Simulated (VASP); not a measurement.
# Ga3AsP2 (I-4m2) in VASP: single point with PBE

Aim: the single point of Ga3AsP2 with PBE.

Everything below comes from runs of VASP 6.6.1. Logs are shortened: lines on timing, memory, paths and dates and some standing lists are left out, and cuts for length are marked.

## (1) The cell of the first run

Symmetry: I-4m2, No. 119, tetragonal system. Conventional cell: a = 3.947 Å, b = 3.947 Å, c = 16.766 Å, α = 90.00°, β = 90.00°, γ = 90.00°. Within 3.2 Å of Ga (site symmetry 2mm) lie 2 P at 2.40 Å and 2 As at 2.46 Å. Ga (site symmetry -4m2) has 4 P at 2.40 Å within 3.2 Å. P (site symmetry 2mm) has 4 Ga at 2.40 Å within 3.2 Å. As (site symmetry -4m2) has 4 Ga at 2.46 Å within 3.2 Å.

## (2) Single point, PBE

Input file INCAR:

```
PREC     = Accurate       # precision mode
ENCUT    = 520            # plane-wave cutoff, eV
EDIFF    = 1E-6           # SCF threshold, eV
ISMEAR   = 0              # smearing method
SIGMA    = 0.02           # smearing width, eV
LREAL    = False          # projectors in reciprocal space
LASPH    = True           # aspherical terms in the spheres
NELM     = 100            # most SCF steps
ALGO     = Normal         # electronic algorithm
ISIF     = 2              # what is computed and relaxed
LWAVE    = False          # write WAVECAR
LCHARG   = False          # write CHGCAR
GGA      = PE             # functional
NBANDS   = 36             # bands
```

Input file KPOINTS:

```
regular mesh
0
Gamma
  10 10 10
```

Input file POSCAR:

```
Ga3AsP2
1.0
   -1.9735283015      1.9735283015      8.3829160678
    1.9735283015     -1.9735283015      8.3829160678
    1.9735283015      1.9735283015     -8.3829160678
Ga P As
3 2 1
Direct
    0.8374730285      0.8374730285      0.0000000000
    0.5000000000      0.5000000000      0.0000000000
    0.1625269715      0.1625269715      0.0000000000
    0.4186995463      0.9186995463      0.5000000000
    0.0813004537      0.5813004537      0.5000000000
    0.7500000000      0.2500000000      0.5000000000
```

Potentials or basis: VASP PAW PBE potentials, release 64 (Ga_d, P, As).

Run with:

```bash
$ cat potpaw_PBE.64/Ga_d/POTCAR potpaw_PBE.64/P/POTCAR potpaw_PBE.64/As/POTCAR > POTCAR
$ mpirun -np 1 vasp_std > vasp.out
```

OUTCAR:

```text
PREC = Accurate
   ENCUT = 520
   EDIFF = 1E-6
   ISMEAR = 0
   LREAL = False
   LASPH = True
   NELM = 100
   ISIF = 2
   GGA = PE

 ion  position               nearest neighbor table
   1  0.837  0.837  0.000-   4 2.40   4 2.40   6 2.46   6 2.46
   2  0.500  0.500  0.000-   4 2.40   5 2.40   5 2.40   4 2.40
   3  0.163  0.163  0.000-   5 2.40   5 2.40   6 2.46   6 2.46
   4  0.419  0.919  0.500-   1 2.40   1 2.40   2 2.40   2 2.40
   5  0.081  0.581  0.500-   3 2.40   3 2.40   2 2.40   2 2.40
   6  0.750  0.250  0.500-   3 2.46   1 2.46   1 2.46   3 2.46

  LATTYP: Found a body centered tetragonal cell.
 ALAT       =     3.9470566030
 C/A-ratio  =     4.2476796818

  Lattice vectors:

 A1 = (  -1.9735283015,   1.9735283015,   8.3829160678)
 A2 = (   1.9735283015,  -1.9735283015,   8.3829160678)
 A3 = (   1.9735283015,   1.9735283015,  -8.3829160678)

Analysis of symmetry for initial positions (statically):
=====================================================================
 Subroutine PRICEL returns:
 Original cell was already a primitive cell.

 Routine SETGRP: Setting up the symmetry group for a
 body centered tetragonal supercell.

 Subroutine GETGRP returns: Found  8 space group operations
 (whereof  8 operations were pure point group operations)
 out of a pool of 16 trial point group operations.

The static configuration has the point symmetry D_2d.

Analysis of symmetry for dynamics (positions and initial velocities):
=====================================================================
 Subroutine PRICEL returns:
 Original cell was already a primitive cell.

 Routine SETGRP: Setting up the symmetry group for a
 body centered tetragonal supercell.

 Subroutine GETGRP returns: Found  8 space group operations
 (whereof  8 operations were pure point group operations)
 out of a pool of 16 trial point group operations.

The dynamic configuration has the point symmetry D_2d.

 Subroutine INISYM returns: Found  8 space group operations
 (whereof  8 operations are pure point group operations),
 and found     1 'primitive' translations

----------------------------------------------------------------------------------------

                                     Primitive cell

  volume of cell :     130.5996

  direct lattice vectors                    reciprocal lattice vectors
    -1.973528302  1.973528302  8.382916068     0.000000000  0.253353347  0.059645116
     1.973528302 -1.973528302  8.382916068     0.253353347  0.000000000  0.059645116
     1.973528302  1.973528302 -8.382916068     0.253353347  0.253353347  0.000000000

  length of vectors
     8.835321710  8.835321710  8.835321710     0.260279577  0.260279577  0.358295739

  position of ions in fractional coordinates (direct lattice)
     0.837473028  0.837473028  0.000000000
     0.500000000  0.500000000  0.000000000
     0.162526972  0.162526972  0.000000000
     0.418699546  0.918699546  0.500000000
     0.081300454  0.581300454  0.500000000
     0.750000000  0.250000000  0.500000000

  ion indices of the primitive-cell ions
   primitive index   ion index
                 1           1
                 2           2
                 3           3
                 4           4
                 5           5
                 6           6

----------------------------------------------------------------------------------------

 KPOINTS: regular mesh

Automatic generation of k-mesh.
 Grid dimensions read from file:
 generate k-points for:   10   10   10

 Generating k-lattice:

  Cartesian coordinates                     Fractional coordinates (reciprocal lattice)
     0.000000000  0.025335335  0.005964512     0.100000000  0.000000000  0.000000000
     0.025335335  0.000000000  0.005964512     0.000000000  0.100000000  0.000000000
     0.025335335  0.025335335  0.000000000     0.000000000  0.000000000  0.100000000

  Length of vectors
     0.026027958  0.026027958  0.035829574

  Shift w.r.t. Gamma in fractional coordinates (k-lattice)
     0.000000000  0.000000000  0.000000000

 Subroutine IBZKPT returns following result:
 ===========================================

 Found    102 irreducible k-points:

 Following reciprocal coordinates:
            Coordinates               Weight
  0.000000  0.000000  0.000000      1.000000
  0.100000 -0.000000  0.000000      8.000000
  0.200000 -0.000000  0.000000      8.000000
  0.300000 -0.000000  0.000000      8.000000
  0.400000 -0.000000  0.000000      8.000000
  0.500000 -0.000000  0.000000      4.000000
[... 16 lines left out ...]
  0.300000  0.300000  0.000000      8.000000
  0.400000  0.300000  0.000000     16.000000
 [... further k-points ...]
   k-points           NKPTS =    102   k-points in BZ     NKDIM =    102   number of bands    NBANDS=     36
   number of dos      NEDOS =    301   number of ions     NIONS =      6
   total plane-waves  NPLWV = 343000
   dimension x,y,z NGX =    70 NGY =   70 NGZ =   70
   dimension x,y,z NGXF=   140 NGYF=  140 NGZF=  140
   ions per type =               3   2   1
   NGX,Y,Z   is equivalent  to a cutoff of  13.17, 13.17, 13.17 a.u.
   NGXF,Y,Z  is equivalent  to a cutoff of  26.34, 26.34, 26.34 a.u.
 SYSTEM =  unknown system
   PREC   = accura    normal or accurate (medium, high low for compatibility)
   ISTART =      0    job   : 0-new  1-cont  2-samecut
   ICHARG =      2    charge: 1-file 2-atom 10-const
   ISPIN  =      1    spin polarized calculation?
   LNONCOLLINEAR =      F non collinear calculations
   LSORBIT =      F    spin-orbit coupling
   LASPH  =      T    aspherical Exc in radial PAW
   ENCUT  =  520.0 eV  38.22 Ry    6.18 a.u.  16.43 16.43 16.43*2*pi/ulx,y,z
   NELM   =    100;   NELMIN=  2; NELMDL= -5     # of ELM steps
   EDIFF  = 0.1E-05   stopping-criterion for ELM
   LREAL  =      F    real-space projection
   EDIFFG = 0.1E-04   stopping-criterion for IOM
   NSW    =      0    number of steps for IOM
   IBRION =     -1    ionic relax: 0-MD 1-quasi-New 2-CG
   NFREE  =      0    steps in history (QN), initial steepest desc. (CG)
   ISIF   =      2    stress and relaxation
   ISYM   =      2    0-nonsym 1-usesym 2-fastsym
   POTIM  = 0.5000    time-step for ionic-motion
   TEBEG  =    0.0;   TEEND  =   0.0 temperature during run
   PSTRESS=    0.0 pullay stress
   NELECT =      54.0000    total number of electrons
   NUPDOWN=      -1.0000    fix difference up-down
   EMIN   =  10.00;   EMAX   =-10.00  energy-range for DOS
   EFERMI =   0.00;   METHOD = LEGACY
   ISMEAR =     0;   SIGMA  =   0.02  broadening in eV -4-tet -1-fermi 0-gaus
   EFERMI_NEDOS =   21; number of points for ismear=-14 and -15
   IALGO  =     38    algorithm
   IMIX   =      4    mixing-type and parameters
     AMIX     =   0.40;   BMIX     =  1.00
     AMIX_MAG =   1.60;   BMIX_MAG =  1.00
  volume/ion in A,a.u.               =      21.77       146.89
  Fermi-wavevector in a.u.,A,eV,Ry     =   1.219623  2.304753 20.238385  1.487479
  Thomas-Fermi vector in A             =   2.354868
   LORBIT       =      0    0 simple, 1 ext, 2 COOP (PROOUT), +10 PAW based schemes
   GGA     = PE    functional components
   LHFCALC =     F    Hartree Fock is set to
   AEXX    =    0.0000 exact exchange contribution
   IVDW    =     0    specifies the selected vdW correction
   LEPSILON=     F    determine dielectric tensor
   LRPA    =     F    only Hartree local field effects (RPA)
 non-spin polarized calculation
 Gauss-broadening in eV      SIGMA  =   0.02
  energy-cutoff  :      520.00
  volume of cell :      130.60
 maximum number of plane-waves:      3567
 NGX is ok and might be reduce to    70
   NGX = 33   NGY = 33   NGZ = 33

 number of electron      53.9999997 magnetization

 Free energy of the ion-electron system (eV)
  ---------------------------------------------------
  ext. energy  EPLUGINS =         0.00000000
  ---------------------------------------------------
  free energy    TOTEN  =       -26.48358913 eV

  energy without entropy =      -26.48358913  energy(sigma->0) =      -26.48358913

 E-fermi :   4.2121     XC(G=0):  -9.5913

 val. band max:        4.0894621290   @ k =   0.0000   0.0000   0.0000
 cond. band min:       5.1310290824   @ k =   0.0000   0.0000   0.0000
 fundamental gap:      1.0415669534
 Fermi energy:         4.2120782095

 k-point     1 :       0.0000    0.0000    0.0000
  band No.  band energies     occupation
      1     -10.6273      2.00000
      2     -10.6022      2.00000
      3     -10.5432      2.00000
      4     -10.5432      2.00000
      5     -10.5318      2.00000
      6     -10.4957      2.00000
[... 28 lines left out ...]
     35       7.9717      0.00000
     36      11.9565      0.00000

 k-point     2 :       0.1000   -0.0000    0.0000
  band No.  band energies     occupation
      1     -10.6259      2.00000
      2     -10.6007      2.00000
      3     -10.5476      2.00000
      4     -10.5422      2.00000
      5     -10.5297      2.00000
      6     -10.4993      2.00000
[... 28 lines left out ...]
     35       8.3114      0.00000
     36      10.8619      0.00000

 k-point     3 :       0.2000   -0.0000    0.0000
  band No.  band energies     occupation
      1     -10.6227      2.00000
      2     -10.5984      2.00000
      3     -10.5594      2.00000
      4     -10.5396      2.00000
      5     -10.5242      2.00000
      6     -10.5062      2.00000
[... 28 lines left out ...]
     35       9.1447      0.00000
     36       9.9238      0.00000
[... 742 lines left out ...]
 k-point    23 :       0.3000    0.3000    0.0000
  band No.  band energies     occupation
      1     -10.6239      2.00000
      2     -10.6104      2.00000
      3     -10.6004      2.00000
      4     -10.5235      2.00000
      5     -10.5059      2.00000
      6     -10.5017      2.00000
[... 28 lines left out ...]
     35       9.9546      0.00000
     36      10.4808      0.00000

 k-point    24 :       0.4000    0.3000    0.0000
  band No.  band energies     occupation
      1     -10.6273      2.00000
      2     -10.6190      2.00000
      3     -10.6072      2.00000
      4     -10.5177      2.00000
      5     -10.5039      2.00000
      6     -10.4982      2.00000
[... 28 lines left out ...]
     35      10.2359      0.00000
     36      10.8944      0.00000

 [... further k-points ...]

------------------------ aborting loop because EDIFF is reached ----------------------------------------

  FORCE on cell =-STRESS in cart. coord.  units (eV):
  Direction    XX          YY          ZZ          XY          YZ          ZX
  --------------------------------------------------------------------------------------
  -------------------------------------------------------------------------------------
  Total        0.0742624      0.0742624      0.0482612      0.0000000      0.0000000     -0.0000000
  in kB        0.9110408      0.9110408      0.5920615      0.0000000      0.0000000     -0.0000000
  external PRESSURE =       0.8047143 kB  Pullay stress =       0.0000000 kB

 VOLUME and BASIS-vectors are now :
 -----------------------------------------------------------------------------
  energy-cutoff  :      520.00
  volume of cell :      130.60
      direct lattice vectors                 reciprocal lattice vectors
    -1.973528302  1.973528302  8.382916068     0.000000000  0.253353347  0.059645116
     1.973528302 -1.973528302  8.382916068     0.253353347  0.000000000  0.059645116
     1.973528302  1.973528302 -8.382916068     0.253353347  0.253353347  0.000000000

 POSITION                                       TOTAL-FORCE (eV/Angst)
 -----------------------------------------------------------------------------------
      0.00000      0.00000     14.04093         0.000000     -0.000000      0.015180
      0.00000      0.00000      8.38292        -0.000000      0.000000     -0.000000
      0.00000      0.00000      2.72490         0.000000     -0.000000     -0.015180
      1.97353     -0.00000      7.01985        -0.000000      0.000000      0.000382
      1.97353      0.00000      1.36307        -0.000000      0.000000     -0.000382
      0.00000      1.97353      4.19146        -0.000000      0.000000     -0.000000
 -----------------------------------------------------------------------------------
    total drift:                                0.000002     -0.000002     -0.000000

  FREE ENERGIE OF THE ION-ELECTRON SYSTEM (eV)
  ---------------------------------------------------
  free  energy   TOTEN  =       -26.4835891314 eV

  energy  without entropy=      -26.4835891314  energy(sigma->0) =      -26.48358913
```

It took 19 min on 1 thread of Intel Xeon 6975P-C (Granite Rapids), shared host; peak memory 0.97 GiB.

Results:

```yaml
Free_energy: -26.4836 eV
Pressure: 0.1 GPa
Largest_force: 0.015 eV/Å
Band_gap_on_the_k_mesh: 1.04 eV
```

Forces on the atoms (eV/Å):
```
Ga   0.000  0.000  0.015
Ga   0.000  0.000  0.000
Ga   0.000  0.000 -0.015
P    0.000  0.000  0.000
P    0.000  0.000  0.000
As   0.000  0.000  0.000
```

Levels at points of the mesh, in eV from the valence-band top:
```tsv
k point	band 25	band 26	band 27	band 28	band 29	band 30
(0.00, 0.00, 0.00)	-0.05	0.00	0.00	1.04	1.60	1.76
(0.50, 0.00, 0.00)	-1.34	-1.12	-0.74	1.29	2.53	2.77
(0.50, 0.50, 0.00)	-3.12	-2.59	-2.58	1.60	1.75	3.39
(0.50, 0.50, 0.50)	-1.16	-0.77	-0.77	1.62	1.68	2.43
```

A k mesh can miss the band edges.
